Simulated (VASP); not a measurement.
# Cu (I4/mmm) in VASP: further runs

The runs below take Cu through single point, relaxation of shape and atoms at fixed volume, with r2SCAN.

All numbers are computed with VASP 6.6.1; they aren't measurements. Logs are shortened: lines on timing, memory, paths and dates and some standing lists are left out, and cuts for length are marked.

## (1) The cell of the first run

Symmetry: I4/mmm, No. 139, tetragonal system. The conventional cell has a = 2.669 Å, b = 2.669 Å, c = 2.594 Å, α = 90.00°, β = 90.00°, γ = 90.00°. Within 3.0 Å of Cu (site symmetry 4/mmm) lie 14 Cu at 2.29 to 2.67 Å.

## (2) Single point, r2SCAN

POSCAR reads:

```
Cu
1.0
   -1.3346346512      1.3346346512      1.2968459726
    1.3346346512     -1.3346346512      1.2968459726
    1.3346346512      1.3346346512     -1.2968459726
Cu
1
Direct
    0.0000000000      0.0000000000      0.0000000000
```

INCAR.step1 reads:

```
PREC     = Accurate       # precision mode
ENCUT    = 520            # plane-wave cutoff, eV
ISMEAR   = 0              # smearing method
SIGMA    = 0.1            # smearing width, eV
LREAL    = F              # projectors in reciprocal space
LASPH    = T              # aspherical terms in the spheres
NELM     = 100            # most SCF steps
NBANDS   = 12             # bands
GGA      = PE             # functional
ALGO     = Normal         # electronic algorithm
EDIFF    = 1E-4           # SCF threshold, eV
LWAVE    = T              # write WAVECAR
LCHARG   = F              # write CHGCAR
```

INCAR.step2 reads:

```
PREC     = Accurate       # precision mode
ENCUT    = 520            # plane-wave cutoff, eV
EDIFF    = 1E-6           # SCF threshold, eV
ISMEAR   = 0              # smearing method
SIGMA    = 0.1            # smearing width, eV
LREAL    = F              # projectors in reciprocal space
LASPH    = T              # aspherical terms in the spheres
NELM     = 100            # most SCF steps
ALGO     = Normal         # electronic algorithm
ISIF     = 2              # what is computed and relaxed
LWAVE    = F              # write WAVECAR
LCHARG   = T              # write CHGCAR
METAGGA  = R2SCAN         # meta-GGA
LMIXTAU  = T            
LELF     = T              # ELF
LVHAR    = T            
NBANDS   = 12             # bands
ISTART   = 1
```

KPOINTS reads:

```
regular mesh
0
Gamma
  22 22 22
```

Potentials or basis: VASP PAW PBE potentials, release 64 (Cu).

The run is started by

```console
> cat potpaw_PBE.64/Cu/POTCAR > POTCAR
> cp INCAR.step1 INCAR
> mpirun -np 1 vasp_std > vasp.out
> cp INCAR.step2 INCAR
> mpirun -np 1 vasp_std > vasp.out
```

OUTCAR:

```text
PREC = Accurate
   ENCUT = 520
   EDIFF = 1E-6
   ISMEAR = 0
   LREAL = F
   LASPH = T
   NELM = 100
   ISIF = 2
   METAGGA = R2SCAN
   ISTART = 1

 ion  position               nearest neighbor table
   1  0.000  0.000  0.000-

  LATTYP: Found a body centered tetragonal cell.
 ALAT       =     2.6692693024
 C/A-ratio  =     0.9716861251

  Lattice vectors:

 A1 = (  -1.3346346512,   1.3346346512,   1.2968459726)
 A2 = (   1.3346346512,  -1.3346346512,   1.2968459726)
 A3 = (   1.3346346512,   1.3346346512,  -1.2968459726)

Analysis of symmetry for initial positions (statically):
=====================================================================
 Subroutine PRICEL returns:
 Original cell was already a primitive cell.

 Routine SETGRP: Setting up the symmetry group for a
 body centered tetragonal supercell.

 Subroutine GETGRP returns: Found 16 space group operations
 (whereof 16 operations were pure point group operations)
 out of a pool of 16 trial point group operations.

The static configuration has the point symmetry D_4h.

Analysis of symmetry for dynamics (positions and initial velocities):
=====================================================================
 Subroutine PRICEL returns:
 Original cell was already a primitive cell.

 Routine SETGRP: Setting up the symmetry group for a
 body centered tetragonal supercell.

 Subroutine GETGRP returns: Found 16 space group operations
 (whereof 16 operations were pure point group operations)
 out of a pool of 16 trial point group operations.

The dynamic configuration has the point symmetry D_4h.

 Subroutine INISYM returns: Found 16 space group operations
 (whereof 16 operations are pure point group operations),
 and found     1 'primitive' translations

----------------------------------------------------------------------------------------

                                     Primitive cell

  volume of cell :       9.2400

  direct lattice vectors                    reciprocal lattice vectors
    -1.334634651  1.334634651  1.296845973     0.000000000  0.374634361  0.385550798
     1.334634651 -1.334634651  1.296845973     0.374634361  0.000000000  0.385550798
     1.334634651  1.334634651 -1.296845973     0.374634361  0.374634361  0.000000000

  length of vectors
     2.290045585  2.290045585  2.290045585     0.537587502  0.537587502  0.529812995

  position of ions in fractional coordinates (direct lattice)
[... 72 lines left out ...]
   LNONCOLLINEAR =      F non collinear calculations
   LSORBIT =      F    spin-orbit coupling
   LASPH  =      T    aspherical Exc in radial PAW
   ENCUT  =  520.0 eV  38.22 Ry    6.18 a.u.   4.26  4.26  4.26*2*pi/ulx,y,z
   NELM   =    100;   NELMIN=  2; NELMDL=  0     # of ELM steps
   EDIFF  = 0.1E-05   stopping-criterion for ELM
   LREAL  =      F    real-space projection
[... 7 lines left out ...]
   TEBEG  =    0.0;   TEEND  =   0.0 temperature during run
   PSTRESS=    0.0 pullay stress
   NELECT =      11.0000    total number of electrons
   NUPDOWN=      -1.0000    fix difference up-down
   EMIN   =  10.00;   EMAX   =-10.00  energy-range for DOS
   EFERMI =   0.00;   METHOD = LEGACY
   ISMEAR =     0;   SIGMA  =   0.10  broadening in eV -4-tet -1-fermi 0-gaus
   EFERMI_NEDOS =   21; number of points for ismear=-14 and -15
   IALGO  =     38    algorithm
   IMIX   =      4    mixing-type and parameters
     AMIX     =   0.40;   BMIX     =  1.00
     AMIX_MAG =   1.60;   BMIX_MAG =  1.00
  volume/ion in A,a.u.               =       9.24        62.35
  Fermi-wavevector in a.u.,A,eV,Ry     =   1.735061  3.278789 40.959462  3.010436
  Thomas-Fermi vector in A             =   2.808738
   LORBIT       =      0    0 simple, 1 ext, 2 COOP (PROOUT), +10 PAW based schemes
   METAGGA = R2SCAN    functional components
   LHFCALC =     F    Hartree Fock is set to
   AEXX    =    0.0000 exact exchange contribution
   IVDW    =     0    specifies the selected vdW correction
   LEPSILON=     F    determine dielectric tensor
   LRPA    =     F    only Hartree local field effects (RPA)
 non-spin polarized calculation
 Gauss-broadening in eV      SIGMA  =   0.10
  energy-cutoff  :      520.00
  volume of cell :        9.24
 maximum number of plane-waves:       258
 NGX is ok and might be reduce to    18
   NGX =  9   NGY =  9   NGZ =  9

 number of electron      11.0000013 magnetization

 Free energy of the ion-electron system (eV)
  ---------------------------------------------------
  ext. energy  EPLUGINS =         0.00000000
  ---------------------------------------------------
  free energy    TOTEN  =       -10.43899010 eV

  energy without entropy =      -10.43732435  energy(sigma->0) =      -10.43815723

 E-fermi :  10.9403     XC(G=0): -15.4811

 val. band max:       10.9357543957   @ k =  -0.2727   0.4545   0.0909
 cond. band min:      10.9530082937   @ k =  -0.3182   0.4091   0.1818
 fundamental gap:      0.0172538980
 Fermi energy:        10.9402517219

 k-point     1 :       0.0000    0.0000    0.0000
  band No.  band energies     occupation
      1      -0.9252      2.00000
      2       6.5946      2.00000
      3       6.7567      2.00000
      4       6.7567      2.00000
      5       8.0590      2.00000
      6       8.2313      2.00000
      7      39.0453      0.00000
      8      39.0454      0.00000
      9      39.8871      0.00000
     10      44.8434      0.00000
     11      45.4815      0.00000
     12      46.2008      0.00000
[... 331 lines left out ...]
 k-point    24 :      -0.4545    0.0455    0.0000
  band No.  band energies     occupation
      1       3.9518      2.00000
      2       5.6168      2.00000
      3       8.0506      2.00000
      4       8.1435      2.00000
      5       8.6629      2.00000
      6       9.5911      2.00000
      7      18.4966      0.00000
      8      30.5912      0.00000
      9      32.4085      0.00000
     10      36.8243      0.00000
     11      41.2799      0.00000
     12      50.3335      0.00000

 [... further k-points ...]
[... 5 lines left out ...]
  --------------------------------------------------------------------------------------
  -------------------------------------------------------------------------------------
  Total        3.5199879      3.5199879      3.5259939      0.0000000     -0.0000000      0.0000000
  in kB      610.3494766    610.3494766    611.3908772      0.0000000     -0.0000000      0.0000000
  external PRESSURE =     610.6966102 kB  Pullay stress =       0.0000000 kB

 VOLUME and BASIS-vectors are now :
 -----------------------------------------------------------------------------
  energy-cutoff  :      520.00
  volume of cell :        9.24
      direct lattice vectors                 reciprocal lattice vectors
    -1.334634651  1.334634651  1.296845973     0.000000000  0.374634361  0.385550798
     1.334634651 -1.334634651  1.296845973     0.374634361  0.000000000  0.385550798
     1.334634651  1.334634651 -1.296845973     0.374634361  0.374634361  0.000000000

 POSITION                                       TOTAL-FORCE (eV/Angst)
 -----------------------------------------------------------------------------------
      0.00000      0.00000      0.00000        -0.000000      0.000000     -0.000000
 -----------------------------------------------------------------------------------
    total drift:                                0.000000      0.000000      0.000000

  FREE ENERGIE OF THE ION-ELECTRON SYSTEM (eV)
  ---------------------------------------------------
  free  energy   TOTEN  =       -10.4389901050 eV

  energy  without entropy=      -10.4373243526  energy(sigma->0) =      -10.43815723
```

OSZICAR.step1:

```text
N       E                     dE             d eps       ncg     rms          rms(c)
DAV:   1     0.409963890694E+02    0.40996E+02   -0.54093E+03 23088   0.167E+03
DAV:   2    -0.295371234297E+01   -0.43950E+02   -0.40606E+02 20740   0.213E+02
DAV:   3    -0.414432302698E+01   -0.11906E+01   -0.11848E+01 22812   0.386E+01
DAV:   4    -0.415048310363E+01   -0.61601E-02   -0.61593E-02 22468   0.248E+00
DAV:   5    -0.415053077808E+01   -0.47674E-04   -0.47675E-04 22956   0.220E-01    0.766E+00
DAV:   6    -0.340485714489E+01    0.74567E+00   -0.95168E+00 23364   0.637E+01    0.210E+00
DAV:   7    -0.323834221028E+01    0.16651E+00   -0.10462E+00 23568   0.209E+01    0.860E-01
DAV:   8    -0.321538579333E+01    0.22956E-01   -0.17799E-02 29320   0.177E+00    0.777E-02
DAV:   9    -0.321526295698E+01    0.12284E-03   -0.71542E-04 18632   0.460E-01    0.265E-02
DAV:  10    -0.321527267615E+01   -0.97192E-05   -0.34912E-05 12208   0.101E-01
   1 F= -.32152727E+01 E0= -.32144343E+01  d E =-.167678E-02
```

It took 2.8 min on 1 thread of Intel Xeon 6975P-C (Granite Rapids), shared host; peak memory 0.2 GiB.

What came out:

```yaml
Free_energy: -10.4390 eV
Pressure: 61.1 GPa
```

Caveat: the PAW data sets were made with another functional, which shifts forces and pressure a little.

## (3) Single point, r2SCAN

This run uses another cell than the first one, of 10.04 Å³/atom, 1.087 times its volume.

POSCAR reads:

```
Cu
1.0
   -1.3751148772      1.3751148772      1.3277611039
    1.3751148772     -1.3751148772      1.3277611039
    1.3751148772      1.3751148772     -1.3277611039
Cu
1
Direct
    0.0000000000      0.0000000000      0.0000000000
```

INCAR.step1 reads:

```
SYSTEM = Cu
PREC = Accurate
ENCUT = 520
ISMEAR = 0
SIGMA = 0.1
LREAL = .FALSE.
LASPH = .TRUE.
NELM = 100
NBANDS = 12
GGA = PE
ALGO = Normal
EDIFF = 1E-4
LWAVE = .TRUE.
LCHARG = .FALSE.
```

INCAR.step2 reads:

```
SYSTEM = Cu
PREC = Accurate
ENCUT = 520
EDIFF = 1E-7
ISMEAR = 0
SIGMA = 0.1
LREAL = .FALSE.
LASPH = .TRUE.
NELM = 100
ALGO = Normal
ISIF = 2
LWAVE = .FALSE.
LCHARG = .FALSE.
METAGGA = R2SCAN
LMIXTAU = .TRUE.
NBANDS = 12
ISTART = 1
```

KPOINTS reads:

```
regular mesh
0
G
  22 22 22
  0 0 0
```

Potentials or basis: VASP PAW PBE potentials, release 64 (Cu).

The run is started by

```console
> cat potpaw_PBE.64/Cu/POTCAR > POTCAR
> cp INCAR.step1 INCAR
> mpirun -np 1 vasp_std > vasp.out
> cp INCAR.step2 INCAR
> mpirun -np 1 vasp_std > vasp.out
```

It took 2.9 min on 1 thread of Intel Xeon 6975P-C (Granite Rapids), shared host; peak memory 0.2 GiB.

The run converged. Its results:

```
Free energy : -10.6647 eV
Pressure    : 30.9 GPa
```

Stress tensor (GPa, compression positive):
```
30.82  0.00  0.00
 0.00 30.82  0.00
 0.00  0.00 30.95
```

Levels at points of the mesh, in eV from the Fermi level:
```tsv
k point	band 2	band 3	band 4	band 5	band 6	band 7	band 8	band 9	band 10	band 11
(0.00, 0.00, 0.00)	-3.95	-3.78	-3.78	-2.66	-2.47	27.28	27.28	28.27	32.43	33.22
(0.50, 0.00, 0.00)	-4.85	-2.57	-2.34	-1.57	-0.98	5.68	19.31	20.28	23.95	27.99
(0.50, 0.50, 0.00)	-4.63	-2.72	-2.46	-1.60	-1.31	5.25	20.26	21.50	24.92	28.84
(0.50, 0.50, 0.50)	-5.90	-1.82	-1.82	-1.77	8.92	8.92	10.48	14.87	15.57	20.13
```

Caveat: the PAW data sets were made with another functional, which shifts forces and pressure a little.

## (4) Single point, r2SCAN

This run uses another cell than the first one, of 11.49 Å³/atom, 1.243 times its volume.

POSCAR reads:

```
Cu
1.0
   -1.4417819647      1.4417819647      1.3812630463
    1.4417819647     -1.4417819647      1.3812630463
    1.4417819647      1.4417819647     -1.3812630463
Cu
1
Direct
    0.0000000000      0.0000000000      0.0000000000
```

INCAR.step1 reads:

```
SYSTEM = Cu
  PREC = Accurate
  ENCUT = 520
  ISMEAR = -1
  SIGMA = 0.15
  LREAL = .False.
  LASPH = .True.
  NELM = 80
  NBANDS = 12
  GGA = PE
  ALGO = Normal
  EDIFF = 1E-4
  LWAVE = .True.
  LCHARG = .False.
```

INCAR.step2 reads:

```
SYSTEM = Cu
  PREC = Accurate
  ENCUT = 520
  EDIFF = 1E-7
  ISMEAR = -1
  SIGMA = 0.15
  LREAL = .False.
  LASPH = .True.
  NELM = 80
  ALGO = Normal
  ISIF = 2
  LWAVE = .False.
  LCHARG = .True.
  METAGGA = R2SCAN
  LMIXTAU = .True.
  LELF = .True.
  LVHAR = .True.
  NBANDS = 12
  ISTART = 1
```

KPOINTS reads:

```
Automatic mesh
0
Gamma
  24 24 24
  0 0 0
```

The run is started by

```console
> cat potpaw_PBE.64/Cu/POTCAR > POTCAR
> cp INCAR.step1 INCAR
> mpirun -np 1 vasp_std > vasp.out
> cp INCAR.step2 INCAR
> mpirun -np 1 vasp_std > vasp.out
```

It took 10 min on 1 thread of AMD EPYC 7R43 (Zen 3), shared host; peak memory 0.21 GiB.

The run converged. Its results:

| Item | Value |
| --- | --- |
| Free energy | -10.8020 eV |
| Pressure | 0.7 GPa |

Stress tensor (GPa, compression positive):
```
0.69 0.00 0.00
0.00 0.69 0.00
0.00 0.00 0.61
```

Levels at points of the mesh, in eV from the Fermi level:
| k point | band 4 | band 5 | band 6 | band 7 | band 8 | band 9 |
| --- | --- | --- | --- | --- | --- | --- |
| (0.00, 0.00, 0.00) | -3.24 | -2.36 | -2.17 | 25.88 | 25.88 | 27.06 |
| (0.50, 0.00, 0.00) | -2.06 | -1.46 | -0.56 | 4.91 | 18.14 | 18.41 |
| (0.50, 0.50, 0.00) | -2.19 | -1.49 | -0.91 | 4.42 | 19.29 | 19.75 |
| (0.50, 0.50, 0.50) | -1.66 | -1.61 | 8.22 | 8.22 | 9.97 | 13.74 |

Caveat: the PAW data sets were made with another functional, which shifts forces and pressure a little.

## (5) Relaxation of shape and atoms at fixed volume, r2SCAN (volume scaled by 1.03)

POSCAR reads:

```
Cu
1.0
   -1.4620256134      1.4620256134      1.3828724728
    1.4620256134     -1.4620256134      1.3828724728
    1.4620256134      1.4620256134     -1.3828724728
Cu
1
Direct
    0.0000000000      0.0000000000      0.0000000000
```

INCAR.step1 reads:

```
SYSTEM = Cu
PREC = Accurate
ENCUT = 600
ISMEAR = 0
SIGMA = 0.1
LREAL = .False.
LASPH = .True.
NELM = 100
GGA = PE
ALGO = Normal
EDIFF = 1E-4
LWAVE = .True.
LCHARG = .False.
```

INCAR.step2 reads:

```
SYSTEM = Cu
PREC = Accurate
ENCUT = 600
EDIFF = 1E-6
ISMEAR = 0
SIGMA = 0.1
LREAL = .False.
LASPH = .True.
NELM = 100
ALGO = Normal
ISIF = 4
LWAVE = .False.
LCHARG = .False.
METAGGA = R2SCAN
LMIXTAU = .True.
IBRION = 2
NSW = 50
EDIFFG = -0.01
ISTART = 1
```

KPOINTS reads:

```
regular mesh
0
Gamma
  20 20 20
  0 0 0
```

The run is started by

```console
> cat potpaw_PBE.64/Cu/POTCAR > POTCAR
> cp INCAR.step1 INCAR
> mpirun -np 1 vasp_std > vasp.out
> cp INCAR.step2 INCAR
> mpirun -np 1 vasp_std > vasp.out
```

It took 6.7 min on 1 thread of Oxide Virtual Turin-like, shared host; peak memory 0.17 GiB.

The run converged. Its results:

| Property | Result |
| --- | --- |
| Free energy | -10.7871 eV |
| Pressure after relaxing | -3.7 GPa |

Stress tensor (GPa, compression positive):
```
-3.69  0.00  0.00
 0.00 -3.69  0.00
 0.00  0.00 -3.81
```

Final structure:
```yaml
crystal:
  lattice:
    - [-1.46203, 1.46203, 1.38287]
    - [1.46203, -1.46203, 1.38287]
    - [1.46203, 1.46203, -1.38287]
  atoms:
    - { symbol: Cu, position: [0.00000, 0.00000, 0.00000] }
```

Levels at points of the mesh, in eV from the Fermi level:
```csv
k point,band 3,band 4,band 5,band 6,band 7,band 8,band 9
"(0.00, 0.00, 0.00)",-3.12,-3.12,-2.32,-2.09,25.42,25.42,27.00
"(0.50, 0.00, 0.00)",-2.22,-1.98,-1.44,-0.44,4.81,17.80,17.94
"(0.50, 0.50, 0.00)",-2.39,-2.15,-1.47,-0.88,4.19,19.29,19.64
"(0.50, 0.50, 0.50)",-1.63,-1.63,-1.57,7.95,7.95,10.18,13.41
```

Caveat: the cell differs from its parent crystal (volume scaled by 1.03); the relaxation stopped at its first step, so nothing moved; the PAW data sets were made with another functional, which shifts forces and pressure a little.

## (6) Relaxation of shape and atoms at fixed volume, r2SCAN (volume scaled by 1.06)

POSCAR reads:

```
Cu
1.0
   -1.4785229672      1.4785229672      1.3915684836
    1.4785229672     -1.4785229672      1.3915684836
    1.4785229672      1.4785229672     -1.3915684836
Cu
1
Direct
    0.0000000000      0.0000000000      0.0000000000
```

INCAR.step1, as its differences from that of step 5:

```diff
@@ -7,3 +7,3 @@
 LASPH = .True.
-NELM = 100
+NELM = 60
 GGA = PE
```

INCAR.step2, as its differences from that of step 5:

```diff
@@ -8,3 +8,3 @@
 LASPH = .True.
-NELM = 100
+NELM = 60
 ALGO = Normal
```

KPOINTS reads:

```
Automatic mesh
0
Gamma
  20 20 20
  0 0 0
```

Potentials or basis: VASP PAW PBE potentials, release 64 (Cu).

The run is started by

```console
> cat potpaw_PBE.64/Cu/POTCAR > POTCAR
> cp INCAR.step1 INCAR
> mpirun -np 1 vasp_std > vasp.out
> cp INCAR.step2 INCAR
> mpirun -np 1 vasp_std > vasp.out
```

Run time: 6.3 min. Hardware: 1 thread of Oxide Virtual Turin-like, shared host; peak memory 0.17 GiB.

Results (log left out):

```yaml
Free_energy: -10.7753 eV
Pressure_after_relaxing: -7.4 GPa
```

Stress tensor (GPa, compression positive):
```
-7.36  0.00  0.00
 0.00 -7.36  0.00
 0.00  0.00 -7.54
```

Final structure:
```cif
data_structure
_symmetry_space_group_name_H-M 'P 1'
_symmetry_Int_Tables_number 1
_cell_length_a 2.5117
_cell_length_b 2.5117
_cell_length_c 2.5117
_cell_angle_alpha 107.876
_cell_angle_beta 107.876
_cell_angle_gamma 112.711
_cell_volume 12.17
loop_
_atom_site_label
_atom_site_type_symbol
_atom_site_fract_x
_atom_site_fract_y
_atom_site_fract_z
_atom_site_occupancy
Cu1 Cu 0.00000 0.00000 0.00000 1
```

Levels at points of the mesh, in eV from the Fermi level:
```
           k point  band 2  band 3  band 4  band 5  band 6  band 7  band 8  band 9
(0.00, 0.00, 0.00)   -3.25   -3.02   -3.02   -2.28   -2.04   25.06   25.06   26.78
(0.50, 0.00, 0.00)   -3.89   -2.17   -1.93   -1.42   -0.34    4.68   17.52   17.54
(0.50, 0.50, 0.00)   -3.60   -2.34   -2.10   -1.45   -0.82    4.01   19.14   19.35
(0.50, 0.50, 0.50)   -4.60   -1.60   -1.60   -1.54    7.77    7.77   10.16   13.16
```

Caveat: the cell differs from its parent crystal (volume scaled by 1.06); the relaxation stopped at its first step, so nothing moved; the PAW data sets were made with another functional, which shifts forces and pressure a little.

## (7) The runs side by side

```csv
task,cell,k mesh,cutoff (eV),smearing,gap on the mesh (eV),pressure (GPa)
single point,"a = 2.290 Å, angles 108.7, 108.7, 111.0°, 1 atom",22 × 22 × 22,520,gaussian 0.1 eV,none,61.1
single point,"a = 2.355 Å, angles 108.5, 108.5, 111.4°, 1 atom",22 × 22 × 22,520,gaussian 0.1 eV,none,30.9
single point,"a = 2.463 Å, angles 108.3, 108.3, 111.8°, 1 atom",24 × 24 × 24,520,fermi-dirac 0.15 eV,none,0.7
relaxation of shape and atoms at fixed volume,"relaxed from a = 2.487 Å, angles 108.0, 108.0, 112.4°, 1 atom",20 × 20 × 20,600,gaussian 0.1 eV,none,-3.7
relaxation of shape and atoms at fixed volume,"relaxed from a = 2.512 Å, angles 107.9, 107.9, 112.7°, 1 atom",20 × 20 × 20,600,gaussian 0.1 eV,none,-7.4
```

Alike in all rows: level r2SCAN; potentials or basis VASP PAW PBE potentials, release 64 (Cu); no spin polarisation.

Caveats: the PAW data sets were made with another functional, which shifts forces and pressure a little; the relaxation stopped at its first step, so nothing moved (some runs).

Total energies depend on the potentials used, so only differences within one code and one set of settings carry meaning.
